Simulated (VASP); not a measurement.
# Os (P6_3/mmc) in VASP: notebook

Runs on Os. Level: LDA. Tasks: single point.

Program: VASP 6.6.1. These are calculated values, not measurements. Logs are shortened: lines on timing, memory, paths and dates and some standing lists are left out, and cuts for length are marked.

**1. The cell of the first run**

It takes space group P6_3/mmc (No. 194, hexagonal). Conventional cell: a = 2.805 Å, b = 2.805 Å, c = 4.432 Å, α = 90.00°, β = 90.00°, γ = 120.00°. Within 3.6 Å of Os (site symmetry -6m2) lie 12 Os at 2.74 to 2.81 Å.

**2. Single point, LDA**

Input file INCAR:

```
PREC = Accurate
ENCUT = 600
EDIFF = 1E-6
ISMEAR = -1
SIGMA = 0.15
LREAL = F
LASPH = T
NELM = 120
ALGO = Normal
ISIF = 2
LWAVE = F
LCHARG = F
GGA = CA
NBANDS = 15
GGA_COMPAT = F
```

Input file KPOINTS:

```
Automatic mesh
0
Gamma
  11 11 6
```

Input file POSCAR:

```
Os
1.0
    2.8051471415      0.0000000000      0.0000000000
   -1.4025735707      2.4293286895      0.0000000000
    0.0000000000      0.0000000000      4.4319498581
Os
2
Direct
    0.3333333333      0.6666666667      0.2500000000
    0.6666666667      0.3333333333      0.7500000000
```

Potentials or basis: VASP PAW LDA potentials, release 64 (Os).

Command:

```sh
cat potpaw_LDA.64/Os/POTCAR > POTCAR
mpirun -np 1 vasp_std > vasp.out
```

OUTCAR:

```text
PREC = Accurate
   ENCUT = 600
   EDIFF = 1E-6
   ISMEAR = -1
   LREAL = F
   LASPH = T
   NELM = 120
   ISIF = 2
   GGA = CA

 ion  position               nearest neighbor table
   1  0.333  0.667  0.250-   2 2.74   2 2.74   2 2.74   2 2.74   2 2.74   2 2.74
   2  0.667  0.333  0.750-   1 2.74   1 2.74   1 2.74   1 2.74   1 2.74   1 2.74

  LATTYP: Found a hexagonal cell.
 ALAT       =     2.8051471415
 C/A-ratio  =     1.5799348963

  Lattice vectors:

 A1 = (   2.8051471415,   0.0000000000,   0.0000000000)
 A2 = (  -1.4025735707,   2.4293286895,   0.0000000000)
 A3 = (   0.0000000000,   0.0000000000,   4.4319498581)

Analysis of symmetry for initial positions (statically):
=====================================================================
 Subroutine PRICEL returns:
 Original cell was already a primitive cell.

 Routine SETGRP: Setting up the symmetry group for a
 hexagonal supercell.

 Subroutine GETGRP returns: Found 24 space group operations
 (whereof 12 operations were pure point group operations)
 out of a pool of 24 trial point group operations.

The static configuration has the point symmetry D_3d.
 The point group associated with its full space group is D_6h.

Analysis of symmetry for dynamics (positions and initial velocities):
=====================================================================
 Subroutine PRICEL returns:
 Original cell was already a primitive cell.

 Routine SETGRP: Setting up the symmetry group for a
 hexagonal supercell.

 Subroutine GETGRP returns: Found 24 space group operations
 (whereof 12 operations were pure point group operations)
 out of a pool of 24 trial point group operations.

The dynamic configuration has the point symmetry D_3d.
 The point group associated with its full space group is D_6h.

 Subroutine INISYM returns: Found 24 space group operations
 (whereof 12 operations are pure point group operations),
 and found     1 'primitive' translations

----------------------------------------------------------------------------------------

                                     Primitive cell

  volume of cell :      30.2021

  direct lattice vectors                    reciprocal lattice vectors
     2.805147141  0.000000000  0.000000000     0.356487539  0.205818176  0.000000000
    -1.402573571  2.429328690  0.000000000     0.000000000  0.411636352  0.000000000
     0.000000000  0.000000000  4.431949858     0.000000000  0.000000000  0.225634322

  length of vectors
     2.805147141  2.805147145  4.431949858     0.411636353  0.411636352  0.225634322

  position of ions in fractional coordinates (direct lattice)
     0.333333333  0.666666667  0.250000000
     0.666666667  0.333333333  0.750000000

  ion indices of the primitive-cell ions
   primitive index   ion index
                 1           1
                 2           2

----------------------------------------------------------------------------------------

 KPOINTS: Automatic mesh

Automatic generation of k-mesh.
 Grid dimensions read from file:
 generate k-points for:   11   11    6

 Generating k-lattice:

  Cartesian coordinates                     Fractional coordinates (reciprocal lattice)
     0.032407958  0.018710743  0.000000000     0.090909091  0.000000000  0.000000000
     0.000000000  0.037421487  0.000000000     0.000000000  0.090909091  0.000000000
     0.000000000  0.000000000  0.037605720     0.000000000  0.000000000  0.166666667

  Length of vectors
     0.037421487  0.037421487  0.037605720

  Shift w.r.t. Gamma in fractional coordinates (k-lattice)
     0.000000000  0.000000000  0.000000000

 Subroutine IBZKPT returns following result:
 ===========================================

 Found     64 irreducible k-points:

 Following reciprocal coordinates:
            Coordinates               Weight
  0.000000  0.000000  0.000000      1.000000
  0.090909 -0.000000  0.000000      6.000000
  0.181818 -0.000000  0.000000      6.000000
  0.272727  0.000000  0.000000      6.000000
  0.363636 -0.000000  0.000000      6.000000
  0.454545  0.000000  0.000000      6.000000
[... 16 lines left out ...]
  0.090909  0.090909  0.166667     12.000000
  0.181818  0.090909  0.166667     24.000000
 [... further k-points ...]
   k-points           NKPTS =     64   k-points in BZ     NKDIM =     64   number of bands    NBANDS=     15
   number of dos      NEDOS =    301   number of ions     NIONS =      2
   total plane-waves  NPLWV =  20736
   dimension x,y,z NGX =    24 NGY =   24 NGZ =   36
   dimension x,y,z NGXF=    48 NGYF=   48 NGZF=   72
   ions per type =               2
   NGX,Y,Z   is equivalent  to a cutoff of  14.22, 14.22, 13.50 a.u.
   NGXF,Y,Z  is equivalent  to a cutoff of  28.45, 28.45, 27.01 a.u.
 SYSTEM =  unknown system
   PREC   = accura    normal or accurate (medium, high low for compatibility)
   ISTART =      0    job   : 0-new  1-cont  2-samecut
   ICHARG =      2    charge: 1-file 2-atom 10-const
   ISPIN  =      1    spin polarized calculation?
   LNONCOLLINEAR =      F non collinear calculations
   LSORBIT =      F    spin-orbit coupling
   LASPH  =      T    aspherical Exc in radial PAW
   ENCUT  =  600.0 eV  44.10 Ry    6.64 a.u.   5.60  5.60  8.85*2*pi/ulx,y,z
   NELM   =    120;   NELMIN=  2; NELMDL= -5     # of ELM steps
   EDIFF  = 0.1E-05   stopping-criterion for ELM
   LREAL  =      F    real-space projection
   EDIFFG = 0.1E-04   stopping-criterion for IOM
   NSW    =      0    number of steps for IOM
   IBRION =     -1    ionic relax: 0-MD 1-quasi-New 2-CG
   NFREE  =      0    steps in history (QN), initial steepest desc. (CG)
   ISIF   =      2    stress and relaxation
   ISYM   =      2    0-nonsym 1-usesym 2-fastsym
   POTIM  = 0.5000    time-step for ionic-motion
   TEBEG  =    0.0;   TEEND  =   0.0 temperature during run
   PSTRESS=    0.0 pullay stress
   NELECT =      16.0000    total number of electrons
   NUPDOWN=      -1.0000    fix difference up-down
   EMIN   =  10.00;   EMAX   =-10.00  energy-range for DOS
   EFERMI =   0.00;   METHOD = LEGACY
   ISMEAR =    -1;   SIGMA  =   0.15  broadening in eV -4-tet -1-fermi 0-gaus
   EFERMI_NEDOS =   21; number of points for ismear=-14 and -15
   IALGO  =     38    algorithm
   IMIX   =      4    mixing-type and parameters
     AMIX     =   0.40;   BMIX     =  1.00
     AMIX_MAG =   1.60;   BMIX_MAG =  1.00
  volume/ion in A,a.u.               =      15.10       101.91
  Fermi-wavevector in a.u.,A,eV,Ry     =   1.324654  2.503234 23.874267  1.754709
  Thomas-Fermi vector in A             =   2.454173
   LORBIT       =      0    0 simple, 1 ext, 2 COOP (PROOUT), +10 PAW based schemes
   GGA     = CA    functional components
   LHFCALC =     F    Hartree Fock is set to
   AEXX    =    0.0000 exact exchange contribution
   IVDW    =     0    specifies the selected vdW correction
   LEPSILON=     F    determine dielectric tensor
   LRPA    =     F    only Hartree local field effects (RPA)
 non-spin polarized calculation
  energy-cutoff  :      600.00
  volume of cell :       30.20
 maximum number of plane-waves:      1032
 NGX is ok and might be reduce to    24
   NGX = 11   NGY = 11   NGZ = 17

 number of electron      16.0000000 magnetization

 Free energy of the ion-electron system (eV)
  ---------------------------------------------------
  ext. energy  EPLUGINS =         0.00000000
  ---------------------------------------------------
  free energy    TOTEN  =       -25.04022642 eV

  energy without entropy =      -24.92735768  energy(sigma->0) =      -24.98379205

 E-fermi :   8.2303     XC(G=0): -13.7515

 val. band max:        8.1764008835   @ k =   0.3636  -0.0000   0.3333
 cond. band min:       8.2500261148   @ k =   0.2727   0.0000   0.0000
 fundamental gap:      0.0736252313
 Fermi energy:         8.2302908668

 k-point     1 :       0.0000    0.0000    0.0000
  band No.  band energies     occupation
      1      -1.9397      2.00000
      2       1.1897      2.00000
      3       5.5215      2.00000
      4       5.5215      2.00000
      5       5.7305      2.00000
      6       6.2590      2.00000
      7       6.2590      2.00000
      8       6.8367      1.99982
      9       6.8367      1.99982
     10       8.3952      0.49963
     11       9.7362      0.00009
     12       9.7362      0.00009
     13      16.4286      0.00000
     14      22.3778      0.00000
     15      24.9660      0.00000

 k-point     2 :       0.0909   -0.0000    0.0000
  band No.  band energies     occupation
      1      -1.6340      2.00000
      2       1.4565      2.00000
      3       5.0316      2.00000
      4       5.7849      2.00000
      5       6.0546      2.00000
      6       6.1936      2.00000
      7       6.4295      1.99999
      8       6.5036      1.99998
      9       6.6361      1.99995
     10       7.3563      1.99412
     11       9.8686      0.00004
     12      11.2831      0.00000
     13      16.3899      0.00000
     14      22.9541      0.00000
     15      25.3442      0.00000

 k-point     3 :       0.1818   -0.0000    0.0000
  band No.  band energies     occupation
      1      -0.7829      2.00000
      2       2.0893      2.00000
      3       4.4602      2.00000
      4       5.1243      2.00000
      5       5.6862      2.00000
      6       6.1805      2.00000
      7       6.5460      1.99997
      8       6.7883      1.99987
      9       6.8516      1.99980
     10       7.2042      1.99786
     11      10.1392      0.00001
     12      13.4957      0.00000
     13      16.2285      0.00000
     14      23.3992      0.00000
     15      25.4843      0.00000
[... 343 lines left out ...]
 k-point    23 :       0.0909    0.0909    0.1667
  band No.  band energies     occupation
      1      -0.7650      2.00000
      2       1.9891      2.00000
      3       4.5889      2.00000
      4       4.9155      2.00000
      5       5.6163      2.00000
      6       5.9284      2.00000
      7       6.3453      1.99999
      8       6.6541      1.99995
      9       7.2859      1.99632
     10       7.3415      1.99467
     11       9.9618      0.00002
     12      11.8603      0.00000
     13      17.9359      0.00000
     14      23.3639      0.00000
     15      25.2378      0.00000

 k-point    24 :       0.1818    0.0909    0.1667
  band No.  band energies     occupation
      1       0.2106      2.00000
      2       2.6680      2.00000
      3       3.9735      2.00000
      4       4.1813      2.00000
      5       5.3030      2.00000
      6       5.8488      2.00000
      7       6.3548      1.99999
      8       7.2080      1.99781
      9       7.7555      1.91902
     10       8.0774      1.46965
     11      10.0989      0.00001
     12      13.2472      0.00000
     13      18.0192      0.00000
     14      22.4758      0.00000
     15      23.6515      0.00000

 [... further k-points ...]

------------------------ aborting loop because EDIFF is reached ----------------------------------------

  FORCE on cell =-STRESS in cart. coord.  units (eV):
  Direction    XX          YY          ZZ          XY          YZ          ZX
  --------------------------------------------------------------------------------------
  -------------------------------------------------------------------------------------
  Total       -6.2231601     -6.2231601     -6.5948237     -0.0000000      0.0000000      0.0000000
  in kB     -330.1298474   -330.1298484   -349.8460748     -0.0000000      0.0000000      0.0000000
  external PRESSURE =    -336.7019235 kB  Pullay stress =       0.0000000 kB

 VOLUME and BASIS-vectors are now :
 -----------------------------------------------------------------------------
  energy-cutoff  :      600.00
  volume of cell :       30.20
      direct lattice vectors                 reciprocal lattice vectors
     2.805147141  0.000000000  0.000000000     0.356487539  0.205818176  0.000000000
    -1.402573571  2.429328690  0.000000000     0.000000000  0.411636352  0.000000000
     0.000000000  0.000000000  4.431949858     0.000000000  0.000000000  0.225634322

 POSITION                                       TOTAL-FORCE (eV/Angst)
 -----------------------------------------------------------------------------------
     -0.00000      1.61955      1.10799        -0.000000     -0.000000      0.000000
      1.40257      0.80978      3.32396         0.000000      0.000000      0.000000
 -----------------------------------------------------------------------------------
    total drift:                               -0.000000      0.000000     -0.000000

  FREE ENERGIE OF THE ION-ELECTRON SYSTEM (eV)
  ---------------------------------------------------
  free  energy   TOTEN  =       -25.0402264204 eV

  energy  without entropy=      -24.9273576838  energy(sigma->0) =      -24.98379205
```

Wall time 18 s (1 thread of Intel Xeon 8259CL, shared host); peak memory 0.16 GiB.

What came out:

- Free energy: -25.0402 eV
- Pressure: -33.7 GPa
- Band gap on the k mesh: zero (bands 8 and 9 overlap by 3.43 eV)

Stress tensor (GPa, compression positive):
```
-33.01   0.00   0.00
  0.00 -33.01   0.00
  0.00   0.00 -34.98
```

Caveat: the cell stands under tension; spin-orbit coupling is left out, which moves the levels of the heavy elements.

**3. Single point, LDA**

This run uses another cell than the first one, of 15.66 Å³/atom.

Input file INCAR:

```
SYSTEM = Os
PREC = Accurate
ENCUT = 600
EDIFF = 1E-6
ISMEAR = -1
SIGMA = 0.15
LREAL = .FALSE.
LASPH = .TRUE.
NELM = 120
ALGO = Normal
ISIF = 2
LWAVE = .FALSE.
LCHARG = .FALSE.
GGA = CA
NBANDS = 15
GGA_COMPAT = .FALSE.
```

Input file KPOINTS:

```
Automatic mesh
0
G
  11 11 6
  0 0 0
```

Input file POSCAR:

```
Os
1.0
    2.8393596248      0.0000000000      0.0000000000
   -1.4196798124      2.4589575692      0.0000000000
    0.0000000000      0.0000000000      4.4860033544
Os
2
Direct
    0.3333333333      0.6666666667      0.2500000000
    0.6666666667      0.3333333333      0.7500000000
```

Potentials or basis: VASP PAW LDA potentials, release 64 (Os).

Command:

```sh
cat potpaw_LDA.64/Os/POTCAR > POTCAR
mpirun -np 1 vasp_std > vasp.out
```

It took 18 s on 1 thread of Intel Xeon 8259CL, shared host; peak memory 0.16 GiB.

Results (log left out):

```yaml
Free_energy: -24.7728 eV
Pressure: -42.7 GPa
Band_gap_on_the_k_mesh: zero (bands 8 and 9 overlap by 3.23 eV)
```

Stress tensor (GPa, compression positive):
```
-41.82   0.00   0.00
  0.00 -41.82   0.00
  0.00   0.00 -44.43
```

Levels at points of the mesh, in eV from the Fermi level:
```csv
k point,band 6,band 7,band 8,band 9,band 10,band 11
"(0.00, 0.00, 0.00)",-1.87,-1.87,-1.32,-1.32,0.18,1.42
"(0.00, 0.00, 0.50)",-2.74,-2.74,-2.74,0.72,0.72,0.72
```

Caveat: the cell stands under tension; spin-orbit coupling is left out, which moves the levels of the heavy elements.

The gap in the log of VASP goes by the Fermi energy; the results here count the filled bands.